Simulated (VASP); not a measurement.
**Pt: single point with PBE+D3(BJ)**

Crystal: Pt.

```
Pt
1.0
     0.00000    1.96420    1.96420
     1.96420    0.00000    1.96420
     1.96420    1.96420    0.00000
Pt
1
Direct
  0.00000 0.00000 0.00000
```

| Property | Result |
| --- | --- |
| Program | VASP 6.6.1 |
| Task | single point |
| Functional | PBE |
| Dispersion | D3(BJ) |
| Potentials or basis | VASP PAW PBE potentials, release 64 (Pt) |
| Cutoff | 520 eV |
| k mesh | 18 × 18 × 18 |
| Occupations | gaussian, width 0.1 eV |
| Spin | no spin polarisation |
| Dipole correction | no |
| Further INCAR settings | ALGO = Normal; EDIFF = 1e-06; NBANDS = 11 |

```yaml
Pressure: -0.5 GPa
Band_gap_on_the_k_mesh: zero (band 5 reaches 11.66 eV, above the bottom of band 6 at 9.44 eV)
Dispersion_energy_per_atom: -0.775 eV
```

Levels at points of the mesh, in eV from the Fermi level:
```tsv
k point	band 1	band 2	band 3	band 4	band 5	band 6	band 7	band 8	band 9	band 10
(0.00, 0.00, 0.00)	-10.16	-3.76	-3.76	-3.76	-1.62	-1.62	14.65	19.59	19.59	19.59
(0.50, 0.00, 0.00)	-7.28	-3.83	-3.83	-0.45	0.04	0.04	5.80	14.22	18.95	18.95
(0.50, 0.50, 0.00)	-7.03	-6.57	0.00	0.48	0.48	1.79	8.83	11.38	11.38	20.09
```

Run time: 17 s on 1 thread of AMD EPYC 9R45 96-Core Processor (Zen 5) (shared host), peak memory 0.14 GiB.

Caveat: spin-orbit coupling is left out, which moves the levels of the heavy elements; pairwise dispersion overbinds metals, which lowers pressure and volume.
